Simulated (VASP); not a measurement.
Here is a VASP 6.6.1 calculation.

File INCAR:

```
SYSTEM = Ru
PREC = Accurate
ENCUT = 520
EDIFF = 1E-6
ISMEAR = 0
SIGMA = 0.15
LREAL = .FALSE.
LASPH = .TRUE.
NELM = 100
ALGO = Fast
ISIF = 2
LWAVE = .FALSE.
LCHARG = .FALSE.
GGA = PS
NBANDS = 21
```

KPOINTS

```
Automatic mesh
0
G
  24 24 12
  0 0 0
```

POSCAR

```
Ru
1.0
    2.7057993342      0.0000000000      0.0000000000
   -1.3528996671      2.3432909610      0.0000000000
    0.0000000000      0.0000000000      4.2819000000
Ru
2
Direct
    0.2630426889      0.8587042785      0.2500000000
    0.6666666667      0.3333333333      0.7500000000
```

Potentials or basis: VASP PAW PBE potentials, release 64 (Ru_pv).

Launch:

```console
$ cat potpaw_PBE.64/Ru_pv/POTCAR > POTCAR
$ mpirun -np 1 vasp_std > vasp.out
```

**Question.** Estimate the largest force.

**Answer.** 1.810 eV/Å.

**Question.** Estimate the pressure.

**Answer.** 7.0 GPa.

**Question.** What does it give for the band gap on the k mesh?

**Answer.** Zero (bands 14 and 15 overlap by 3.14 eV).

Forces in eV/Å, atoms in the order of the input:
```
Ru   1.396 -1.152  0.000
Ru  -1.396  1.152  0.000
```

Caveat: the cell differs from its parent crystal (atom 1 (Ru) moved by (-0.450, +0.450) A along x and y); the stress differs along the axes, from -8 to 24 GPa; the PAW data sets were made with another functional, which shifts forces and pressure a little.
